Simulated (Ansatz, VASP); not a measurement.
Two plane-wave programs on Ni

The input INCAR:

```
SYSTEM = Ni
ALGO = Normal
EDIFF = 1E-6
ENCUT = 520
GGA = PE
ISIF = 2
ISMEAR = 0
ISPIN = 2
LASPH = .TRUE.
LCHARG = .TRUE.
LELF = .TRUE.
LMAXMIX = 4
LORBIT = 11
LREAL = .FALSE.
LVHAR = .TRUE.
LWAVE = .FALSE.
MAGMOM = 0.64
NBANDS = 15
NELM = 150
PREC = Accurate
SIGMA = 0.05
```

File KPOINTS:

```
k-points
0
G
  16 16 16
  0 0 0
```

File POSCAR:

```
Ni
1.0
    0.0000000000      1.8297674191      1.8297674191
    1.8297674191      0.0000000000      1.8297674191
    1.8297674191      1.8297674191      0.0000000000
Ni
1
Direct
    0.0000000000      0.0000000000      0.0000000000
```

Input for Ansatz:

```yaml
crystal:
  lattice:
    - [0.0, 1.8297674191, 1.8297674191]
    - [1.8297674191, 0.0, 1.8297674191]
    - [1.8297674191, 1.8297674191, 0.0]
  atoms:
    - { symbol: Ni, position: [0.0, 0.0, 0.0], spin: 0.64 }
magnetization:
  spin_polarized: true
basis:
  ecutwfc: 420
  fft_grid_basis: typed
kpoints:
  mp_grid: { grid: [16, 16, 16] }
hamiltonian:
  xc: pbe
scf:
  occupations: { method: gaussian, width: 0.05 }
output:
  forces: true
  stress: true
  eigenvalues: true
  bader: true
  write_density: true
  volumetric_format: npy
  populations: true
  elf: true
```

Alike in both runs: task single point; functional PBE; k mesh 16 × 16 × 16; occupations gaussian, width 0.05 eV; collinear spin.

|  | VASP | Ansatz |
| --- | --- | --- |
| version | VASP 6.6.1 | Ansatz 0.2.0 |
| potentials or method | VASP PAW PBE potentials, release 64 (Ni), cutoff 520 eV | scalar-relativistic, plane waves, PAW |
| valence electrons in the cell | 10 | 18 |

VASP gave:

- gap on the k mesh at the Fermi level (eV): none
- pressure (GPa): -17.2
- net moment per atom (μB): 0.67
- size of the moment on the site where the two differ most (μB): 0.70

**Question.** Which values does Ansatz return?

**Answer.** gap on the k mesh at the Fermi level (eV): none; pressure (GPa): -17.4; net moment per atom (μB): 0.70; size of the moment on the site where the two differ most (μB): 0.75.

Site moments also hang on the region over which each program counts them. A gap of «none» marks a metal or a gap that the smearing closes. VASP's potentials hold 10 valence electrons a cell and Ansatz's 18, so a difference there can come from the potentials and not from the codes.
